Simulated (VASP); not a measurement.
# Mo (Im-3m) in VASP: notebook

Mo is run at these levels: BLYP; tasks: single point, relaxation of cell and atoms.

Everything below comes from runs of VASP 6.6.1. Logs are shortened: lines on timing, memory, paths and dates and some standing lists are left out, and cuts for length are marked.

### 1 The cell of the first run

It takes space group Im-3m (No. 229, cubic). The conventional cell has a = 3.203 Å, b = 3.203 Å, c = 3.203 Å, α = 90.00°, β = 90.00°, γ = 90.00°. Mo (site symmetry m-3m) has 14 Mo at 2.77 to 3.20 Å within 3.7 Å.

### 2 Single point, BLYP

INCAR reads:

```
AGGAC    = 1.0          
AGGAX    = 1.0          
ALDAC    = 0.0          
ALDAX    = 1.0          
ALGO     = Normal         # electronic algorithm
EDIFF    = 1E-6           # SCF threshold, eV
ENCUT    = 520            # plane-wave cutoff, eV
GGA      = B5             # functional
ISIF     = 2              # what is computed and relaxed
ISMEAR   = -1             # smearing method
LASPH    = True           # aspherical terms in the spheres
LCHARG   = False          # write CHGCAR
LREAL    = False          # projectors in reciprocal space
LWAVE    = False          # write WAVECAR
NBANDS   = 13             # bands
NELM     = 100            # most SCF steps
PREC     = Accurate       # precision mode
SIGMA    = 0.1            # smearing width, eV
```

KPOINTS reads:

```
k-points
0
Gamma
  7 7 7
```

POSCAR reads:

```
Mo
1.0
   -1.6016412097      1.6016412097      1.6016412097
    1.6016412097     -1.6016412097      1.6016412097
    1.6016412097      1.6016412097     -1.6016412097
Mo
1
Direct
    0.0000000000      0.0000000000      0.0000000000
```

Potentials or basis: VASP PAW PBE potentials, release 64 (Mo_sv).

Started as:

```
$ cat potpaw_PBE.64/Mo_sv/POTCAR > POTCAR
$ mpirun -np 1 vasp_std > vasp.out
```

OUTCAR:

```text
EDIFF = 1E-6
   ENCUT = 520
   GGA = B5
   ISIF = 2
   ISMEAR = -1
   LASPH = True
   LREAL = False
   NELM = 100
   PREC = Accurate

 ion  position               nearest neighbor table
   1  0.000  0.000  0.000-

  LATTYP: Found a body centered cubic cell.
 ALAT       =     3.2032824194

  Lattice vectors:

 A1 = (  -1.6016412097,   1.6016412097,   1.6016412097)
 A2 = (   1.6016412097,  -1.6016412097,   1.6016412097)
 A3 = (   1.6016412097,   1.6016412097,  -1.6016412097)

Analysis of symmetry for initial positions (statically):
=====================================================================
 Subroutine PRICEL returns:
 Original cell was already a primitive cell.

 Routine SETGRP: Setting up the symmetry group for a
 body centered cubic supercell.

 Subroutine GETGRP returns: Found 48 space group operations
 (whereof 48 operations were pure point group operations)
 out of a pool of 48 trial point group operations.

The static configuration has the point symmetry O_h .

Analysis of symmetry for dynamics (positions and initial velocities):
=====================================================================
 Subroutine PRICEL returns:
 Original cell was already a primitive cell.

 Routine SETGRP: Setting up the symmetry group for a
 body centered cubic supercell.

 Subroutine GETGRP returns: Found 48 space group operations
 (whereof 48 operations were pure point group operations)
 out of a pool of 48 trial point group operations.

The dynamic configuration has the point symmetry O_h .

 Subroutine INISYM returns: Found 48 space group operations
 (whereof 48 operations are pure point group operations),
 and found     1 'primitive' translations

----------------------------------------------------------------------------------------

                                     Primitive cell

  volume of cell :      16.4345

  direct lattice vectors                    reciprocal lattice vectors
    -1.601641210  1.601641210  1.601641210     0.000000000  0.312179780  0.312179780
     1.601641210 -1.601641210  1.601641210     0.312179780  0.000000000  0.312179780
     1.601641210  1.601641210 -1.601641210     0.312179780  0.312179780  0.000000000

  length of vectors
     2.774123951  2.774123951  2.774123951     0.441488878  0.441488878  0.441488878

  position of ions in fractional coordinates (direct lattice)
     0.000000000  0.000000000  0.000000000

  ion indices of the primitive-cell ions
   primitive index   ion index
                 1           1

----------------------------------------------------------------------------------------

 KPOINTS: k-points

Automatic generation of k-mesh.
 Grid dimensions read from file:
 generate k-points for:    7    7    7

 Generating k-lattice:

  Cartesian coordinates                     Fractional coordinates (reciprocal lattice)
     0.000000000  0.044597111  0.044597111     0.142857143  0.000000000  0.000000000
     0.044597111  0.000000000  0.044597111     0.000000000  0.142857143  0.000000000
     0.044597111  0.044597111  0.000000000     0.000000000  0.000000000  0.142857143

  Length of vectors
     0.063069840  0.063069840  0.063069840

  Shift w.r.t. Gamma in fractional coordinates (k-lattice)
     0.000000000  0.000000000  0.000000000

 Subroutine IBZKPT returns following result:
 ===========================================

 Found     20 irreducible k-points:

 Following reciprocal coordinates:
            Coordinates               Weight
  0.000000  0.000000  0.000000      1.000000
  0.142857  0.000000  0.000000     12.000000
  0.285714  0.000000  0.000000     12.000000
  0.428571  0.000000  0.000000     12.000000
  0.142857  0.142857  0.000000     24.000000
  0.285714  0.142857 -0.000000     48.000000
[... 12 lines left out ...]
 -0.428571 -0.428571  0.285714      8.000000
 -0.428571  0.428571  0.428571      6.000000
   k-points           NKPTS =     20   k-points in BZ     NKDIM =     20   number of bands    NBANDS=     13
   number of dos      NEDOS =    301   number of ions     NIONS =      1
   total plane-waves  NPLWV =  13824
   dimension x,y,z NGX =    24 NGY =   24 NGZ =   24
   dimension x,y,z NGXF=    48 NGYF=   48 NGZF=   48
   ions per type =               1
   NGX,Y,Z   is equivalent  to a cutoff of  14.38, 14.38, 14.38 a.u.
   NGXF,Y,Z  is equivalent  to a cutoff of  28.77, 28.77, 28.77 a.u.
 SYSTEM =  unknown system
   PREC   = accura    normal or accurate (medium, high low for compatibility)
   ISTART =      0    job   : 0-new  1-cont  2-samecut
   ICHARG =      2    charge: 1-file 2-atom 10-const
   ISPIN  =      1    spin polarized calculation?
   LNONCOLLINEAR =      F non collinear calculations
   LSORBIT =      F    spin-orbit coupling
   LASPH  =      T    aspherical Exc in radial PAW
   ENCUT  =  520.0 eV  38.22 Ry    6.18 a.u.   5.16  5.16  5.16*2*pi/ulx,y,z
   NELM   =    100;   NELMIN=  2; NELMDL= -5     # of ELM steps
   EDIFF  = 0.1E-05   stopping-criterion for ELM
   LREAL  =      F    real-space projection
   EDIFFG = 0.1E-04   stopping-criterion for IOM
   NSW    =      0    number of steps for IOM
   IBRION =     -1    ionic relax: 0-MD 1-quasi-New 2-CG
   NFREE  =      0    steps in history (QN), initial steepest desc. (CG)
   ISIF   =      2    stress and relaxation
   ISYM   =      2    0-nonsym 1-usesym 2-fastsym
   POTIM  = 0.5000    time-step for ionic-motion
   TEBEG  =    0.0;   TEEND  =   0.0 temperature during run
   PSTRESS=    0.0 pullay stress
   NELECT =      14.0000    total number of electrons
   NUPDOWN=      -1.0000    fix difference up-down
   EMIN   =  10.00;   EMAX   =-10.00  energy-range for DOS
   EFERMI =   0.00;   METHOD = LEGACY
   ISMEAR =    -1;   SIGMA  =   0.10  broadening in eV -4-tet -1-fermi 0-gaus
   EFERMI_NEDOS =   21; number of points for ismear=-14 and -15
   IALGO  =     38    algorithm
   IMIX   =      4    mixing-type and parameters
     AMIX     =   0.40;   BMIX     =  1.00
     AMIX_MAG =   1.60;   BMIX_MAG =  1.00
  volume/ion in A,a.u.               =      16.43       110.91
  Fermi-wavevector in a.u.,A,eV,Ry     =   1.551907  2.932678 32.768468  2.408414
  Thomas-Fermi vector in A             =   2.656359
   LORBIT       =      0    0 simple, 1 ext, 2 COOP (PROOUT), +10 PAW based schemes
   GGA     = B5    functional components
   LHFCALC =     F    Hartree Fock is set to
   AEXX    =    0.0000 exact exchange contribution
   IVDW    =     0    specifies the selected vdW correction
   LEPSILON=     F    determine dielectric tensor
   LRPA    =     F    only Hartree local field effects (RPA)
 non-spin polarized calculation
  energy-cutoff  :      520.00
  volume of cell :       16.43
 maximum number of plane-waves:       454
 NGX is ok and might be reduce to    24
   NGX = 11   NGY = 11   NGZ = 11

 number of electron      13.9999999 magnetization

 Free energy of the ion-electron system (eV)
  ---------------------------------------------------
  ext. energy  EPLUGINS =         0.00000000
  ---------------------------------------------------
  free energy    TOTEN  =        -9.48073081 eV

  energy without entropy =       -9.44393272  energy(sigma->0) =       -9.46233176

 E-fermi :  12.3309     XC(G=0): -12.4774

 val. band max:       12.3228317221   @ k =  -0.2857   0.2857   0.1429
 cond. band min:      12.3999207134   @ k =  -0.4286  -0.4286   0.2857
 fundamental gap:      0.0770889913
 Fermi energy:        12.3309301960

 k-point     1 :       0.0000    0.0000    0.0000
  band No.  band energies     occupation
      1     -48.7417      2.00000
      2     -22.2434      2.00000
      3     -22.2434      2.00000
      4     -22.2434      2.00000
      5       5.4767      2.00000
      6      11.0134      2.00000
      7      11.0134      2.00000
      8      11.0134      2.00000
      9      13.8862      0.00000
     10      13.8862      0.00000
     11      27.2765      0.00000
     12      27.2765      0.00000
     13      27.2765      0.00000

 k-point     2 :       0.1429    0.0000    0.0000
  band No.  band energies     occupation
      1     -48.7010      2.00000
      2     -22.4813      2.00000
      3     -22.3183      2.00000
      4     -22.2448      2.00000
      5       6.2784      2.00000
      6      10.5949      2.00000
      7      10.9165      2.00000
      8      11.7902      1.99108
      9      13.4302      0.00003
     10      13.9129      0.00000
     11      27.6935      0.00000
     12      28.4376      0.00000
     13      28.6526      0.00000

 k-point     3 :       0.2857    0.0000    0.0000
  band No.  band energies     occupation
      1     -48.6085      2.00000
      2     -22.9949      2.00000
      3     -22.4833      2.00000
      4     -22.2480      2.00000
      5       7.5730      2.00000
      6       9.7822      2.00000
      7      11.1373      1.99999
      8      13.4825      0.00002
      9      13.8774      0.00000
     10      14.0952      0.00000
     11      26.6130      0.00000
     12      27.3694      0.00000
     13      32.1942      0.00000

 k-point     4 :       0.4286    0.0000    0.0000
  band No.  band energies     occupation
      1     -48.5331      2.00000
      2     -23.3883      2.00000
      3     -22.6123      2.00000
      4     -22.2507      2.00000
      5       7.4528      2.00000
      6       9.2222      2.00000
      7      13.2914      0.00013
      8      13.9906      0.00000
      9      14.3905      0.00000
     10      16.2209      0.00000
     11      23.9369      0.00000
     12      24.7141      0.00000
     13      29.8588      0.00000

 k-point     5 :       0.1429    0.1429    0.0000
  band No.  band energies     occupation
      1     -48.6343      2.00000
      2     -22.8317      2.00000
      3     -22.4107      2.00000
      4     -22.2999      2.00000
      5       7.5259      2.00000
      6      10.2635      2.00000
      7      10.2695      2.00000
      8      13.0668      0.00127
      9      13.4878      0.00002
     10      14.2430      0.00000
     11      28.0271      0.00000
     12      28.2080      0.00000
     13      29.8991      0.00000
[... 193 lines left out ...]
 k-point    18 :      -0.4286    0.4286    0.2857
  band No.  band energies     occupation
      1     -48.4363      2.00000
      2     -23.1835      2.00000
      3     -22.8887      2.00000
      4     -22.7728      2.00000
      5       8.3401      2.00000
      6       8.8354      2.00000
      7      12.3221      1.04433
      8      12.9451      0.00429
      9      15.7205      0.00000
     10      18.6640      0.00000
     11      23.9687      0.00000
     12      25.7454      0.00000
     13      29.5719      0.00000

 k-point    19 :      -0.4286   -0.4286    0.2857
  band No.  band energies     occupation
      1     -48.4078      2.00000
      2     -23.1039      2.00000
      3     -23.1039      2.00000
      4     -22.8033      2.00000
      5       8.1754      2.00000
      6       8.1754      2.00000
      7      12.3999      0.66811
      8      15.1604      0.00000
      9      15.1604      0.00000
     10      22.1395      0.00000
     11      22.1395      0.00000
     12      22.3111      0.00000
     13      31.6497      0.00000

 k-point    20 :      -0.4286    0.4286    0.4286
  band No.  band energies     occupation
      1     -48.3818      2.00000
      2     -23.0791      2.00000
      3     -23.0366      2.00000
      4     -23.0366      2.00000
      5       7.5666      2.00000
      6       7.6928      2.00000
      7      15.0052      0.00000
      8      15.0052      0.00000
      9      15.6297      0.00000
     10      20.0426      0.00000
     11      22.6416      0.00000
     12      22.6416      0.00000
     13      31.0259      0.00000

------------------------ aborting loop because EDIFF is reached ----------------------------------------

  FORCE on cell =-STRESS in cart. coord.  units (eV):
  Direction    XX          YY          ZZ          XY          YZ          ZX
  --------------------------------------------------------------------------------------
  -------------------------------------------------------------------------------------
  Total        0.1054585      0.1054585      0.1054585      0.0000000      0.0000000     -0.0000000
  in kB       10.2810296     10.2810296     10.2810296      0.0000000      0.0000000     -0.0000000
  external PRESSURE =      10.2810296 kB  Pullay stress =       0.0000000 kB

 VOLUME and BASIS-vectors are now :
 -----------------------------------------------------------------------------
  energy-cutoff  :      520.00
  volume of cell :       16.43
      direct lattice vectors                 reciprocal lattice vectors
    -1.601641210  1.601641210  1.601641210     0.000000000  0.312179780  0.312179780
     1.601641210 -1.601641210  1.601641210     0.312179780  0.000000000  0.312179780
     1.601641210  1.601641210 -1.601641210     0.312179780  0.312179780  0.000000000

 POSITION                                       TOTAL-FORCE (eV/Angst)
 -----------------------------------------------------------------------------------
      0.00000      0.00000      0.00000        -0.000000      0.000000     -0.000000
 -----------------------------------------------------------------------------------
    total drift:                               -0.000000      0.000000      0.000000

  FREE ENERGIE OF THE ION-ELECTRON SYSTEM (eV)
  ---------------------------------------------------
  free  energy   TOTEN  =        -9.4807308071 eV

  energy  without entropy=       -9.4439327188  energy(sigma->0) =       -9.46233176
```

Wall time 4.5 s (1 thread of Intel Xeon 6975P-C (Granite Rapids), shared host); peak memory 0.13 GiB.

What came out:

- Free energy: -9.4807 eV
- Pressure: 1.0 GPa
- Band gap on the k mesh: zero (band 7 reaches 15.01 eV, above the bottom of band 8 at 11.01 eV)

Caveat: the k points lie up to 0.40 Å⁻¹ apart; the PAW data sets were made with another functional, which shifts forces and pressure a little.

(Continued in part 2 of 3.)
